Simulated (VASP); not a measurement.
**GdN: single point with PBE**

The system is GdN.

```
Gd N
1.0
     0.00000    2.49187    2.49187
     2.49187    0.00000    2.49187
     2.49187    2.49187    0.00000
Gd N
1 1
Direct
  0.00000 0.00000 0.00000
  0.50000 0.50000 0.50000
```

```
Program                : VASP 6.6.1
Task                   : single point
Functional             : PBE
Potentials or basis    : VASP PAW PBE potentials, release 64 (Gd, N)
Cutoff                 : 520 eV
k mesh                 : 20 × 20 × 20
Occupations            : gaussian, width 0.1 eV
Spin                   : collinear spin, ferromagnetic start
Starting moments       : [7.55, 0.0] μB
Dipole correction      : no
Further INCAR settings : ALGO = Normal; EDIFF = 1e-07; NBANDS = 22
```

```json
{
  "Pressure": "0.0 GPa",
  "Band gap on the k mesh": "zero (filled and empty bands overlap)",
  "Net moment": "7.00 μB per cell",
  "Site moments": "Gd +6.80; N -0.09 μB",
  "Valence electrons inside the program's atomic spheres": "Gd 15.23; N 3.63"
}
```

Levels at points of the mesh, in eV from the Fermi level:
Spin up:
```
           k point  band 11  band 12  band 13  band 14  band 15  band 16  band 17  band 18  band 19  band 20
(0.00, 0.00, 0.00)    -3.27    -3.27     0.19     0.19     0.19     2.43     2.43     2.43     3.14     4.56
(0.50, 0.00, 0.00)    -3.29    -3.26    -3.26    -2.65    -2.65     5.04     5.81     5.81     6.57     9.89
(0.50, 0.50, 0.00)    -3.33    -3.33    -1.52    -0.54    -0.26    -0.26     6.44     6.48     7.53     7.53
```
Spin down:
```tsv
k point	band 5	band 6	band 7	band 8	band 9	band 10	band 11	band 12
(0.00, 0.00, 0.00)	-13.11	-0.93	-0.93	-0.93	1.63	2.17	2.17	2.17
(0.50, 0.00, 0.00)	-11.19	-4.15	-2.53	-2.53	1.77	1.87	1.87	2.10
(0.50, 0.50, 0.00)	-12.84	-1.18	-0.88	-0.88	0.18	1.92	1.98	2.03
```

Wall time 11 min on 1 thread of Oxide Virtual Turin-like Processor, on a shared host, peak memory 0.39 GiB.

Caveat: spin-orbit coupling is left out, which moves the levels of the heavy elements; a cell with one magnetic atom can't hold antiferromagnetic order, which such compounds often take; semilocal functionals describe open f shells poorly, which spoils levels, moments and volumes. The state reached can hang on the start; a lower one may exist.
